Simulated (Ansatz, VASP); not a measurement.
Mo in VASP and in Ansatz

Contents of INCAR:

```
  ALGO = Fast
  EDIFF = 1E-7
  ENCUT = 520
  GGA = RP
  ISIF = 2
  ISMEAR = -5
  ISPIN = 2
  IVDW = 12
  LASPH = True
  LCHARG = False
  LMAXMIX = 4
  LORBIT = 11
  LREAL = False
  LWAVE = False
  MAGMOM = 0.5
  NBANDS = 17
  NELM = 150
  PREC = Accurate
  SIGMA = 0.1
```

KPOINTS

```
k-points
0
Gamma
  12 12 12
```

The input POSCAR:

```
Mo
1.0
   -1.5838089719      1.5838089719      1.5838089719
    1.5838089719     -1.5838089719      1.5838089719
    1.5838089719      1.5838089719     -1.5838089719
Mo
1
Direct
    0.0000000000      0.0000000000      0.0000000000
```

Contents of input.yaml:

```yaml
crystal:
  lattice:
    - [-1.5838089719, 1.5838089719, 1.5838089719]
    - [1.5838089719, -1.5838089719, 1.5838089719]
    - [1.5838089719, 1.5838089719, -1.5838089719]
  atoms:
    - { symbol: Mo, position: [0.0, 0.0, 0.0], spin: 0.5 }
hamiltonian:
  xc: rpbe
  pseudopotentials:
    kind: nc
    accuracy: standard
    azcp: { Mo: Mo_ONCV_PBE-1.2.nc.azcp }
  dispersion: d3bj
kpoints:
  mp_grid: { grid: [12, 12, 12] }
scf:
  occupations: { method: tetrahedron }
  n_extra_bands: 6
  mixing: { algorithm: broyden, beta: 0.05, ndim: 4 }
output:
  forces: true
  stress: true
  dos: { projected: false, de: 0.05, nscf_kmesh: { grid: [18, 18, 18] } }
magnetization:
  spin_polarized: true
```

Alike in both runs: functional RPBE; dispersion D3(BJ); k mesh 12 × 12 × 12; occupations tetrahedron; collinear spin.

|  | VASP | Ansatz |
| --- | --- | --- |
| version | VASP 6.6.1 | Ansatz 0.2.0 |
| potentials or method | VASP PAW PBE potentials, release 64 (Mo_sv) | SG15 NC |
| plane-wave cutoff (eV) | 520 | 816 |
| valence electrons in the cell | 14 | 14 |
| task | single point | density of states |

|  | VASP | Ansatz | Ansatz less VASP |
| --- | --- | --- | --- |
| gap on the k mesh at the Fermi level (eV) | none | none | - |
| net moment per atom (μB) | 0.00 | 0.00 | 0.000 |

VASP's potentials were made for PBE, not for RPBE. A gap of «none» marks a metal or a gap that the smearing closes.

Noted on Ansatz's run: the potentials were made for another functional, which shifts forces and pressure.
